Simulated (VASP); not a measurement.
Wanted: the native input for a VASP 6.6.1 run.

```
Task                   : single point
Functional             : PBE
Potentials or basis    : VASP PAW PBE potentials, release 64 (Ir)
Cutoff                 : 520 eV
k mesh                 : 11 × 11 × 6
Occupations            : gaussian, width 0.012 eV
Spin                   : no spin polarisation
Dipole correction      : no
Further INCAR settings : ALGO = Normal; EDIFF = 1e-06; NBANDS = 16
```

The structure of Ir lies in POSCAR:

```
Ir
1.0
    2.7513778946      0.0000000000      0.0000000000
   -1.3756889473      2.3827631521      0.0000000000
    0.0000000000      0.0000000000      4.4622900000
Ir
2
Direct
    0.3333333333      0.6666666667      0.2500000000
    0.6666666667      0.3333333333      0.7500000000
```

One way to write it, as run:

INCAR

```
SYSTEM = Ir
PREC = Accurate
ENCUT = 520
EDIFF = 1E-6
ISMEAR = 0
SIGMA = 0.012
LREAL = .FALSE.
LASPH = .TRUE.
NELM = 100
ALGO = Normal
ISIF = 2
LWAVE = .FALSE.
LCHARG = .TRUE.
GGA = PE
LELF = .TRUE.
LVHAR = .TRUE.
NBANDS = 16
```

KPOINTS

```
Automatic mesh
0
G
  11 11 6
  0 0 0
```

Potentials or basis: VASP PAW PBE potentials, release 64 (Ir).

Launch:

```bash
$ cat potpaw_PBE.64/Ir/POTCAR > POTCAR
$ mpirun -np 1 vasp_std > vasp.out
```

It gave:

The pressure is -1.0 GPa and the band gap on the k mesh is zero (band 9 reaches 10.85 eV, above the bottom of band 10 at 7.79 eV).

Caveat: spin-orbit coupling is left out, which moves the levels of the heavy elements.

It took 13 s on 1 thread of AMD EPYC 9R45 96-Core Processor (Zen 5), with other jobs on the host, peak memory 0.13 GiB.
